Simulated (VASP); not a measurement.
Input of a VASP 6.6.1 run:

The input INCAR:

```
SYSTEM = Te2Mo
PREC = Accurate
ENCUT = 520
EDIFF = 1E-7
ISMEAR = 0
SIGMA = 0.05
LREAL = .FALSE.
LASPH = .TRUE.
NELM = 100
ALGO = Normal
ISIF = 2
LWAVE = .FALSE.
LCHARG = .TRUE.
LELF = .TRUE.
LVHAR = .TRUE.
NBANDS = 20
```

Contents of KPOINTS:

```
regular mesh
0
G
  12 12 2
  0 0 0
```

Contents of POSCAR:

```
Te2Mo
1.0
    3.5602328140      0.0000000000      0.0000000000
   -1.7801164070      3.0832520603      0.0000000000
    0.0000000000      0.0000000000     17.5240578200
Te Mo
2 1
Direct
    0.3333333333      0.6666666667      0.8978554500
    0.3333333333      0.6666666667      0.1021445500
   -0.1329140833     -0.0972998620      0.0000000000
```

Potentials or basis: VASP PAW LDA potentials, release 64 (Te, Mo_sv).

Run with:

```sh
$ cat potpaw_LDA.64/Te/POTCAR potpaw_LDA.64/Mo_sv/POTCAR > POTCAR
$ mpirun -np 1 vasp_std > vasp.out
```

**Question.** Estimate the band gap on the k mesh.

**Answer.** 0.36 eV (least direct gap 0.64 eV).

**Question.** Predict the largest force.

**Answer.** 5.932 eV/Å.

Forces on the atoms (eV/Å):
```
Te  -2.332 -1.833 -1.230
Te  -2.332 -1.833  1.230
Mo   4.664  3.666  0.000
```

Caveat: the cell differs from its parent crystal (atom 3 (Mo) moved by (-0.300, -0.300) A along x and y); there is no dipole correction, which matters where the two faces differ; semilocal functionals underestimate gaps, and a narrow one can read as zero; spin-orbit coupling is left out, which moves the levels of the heavy elements.
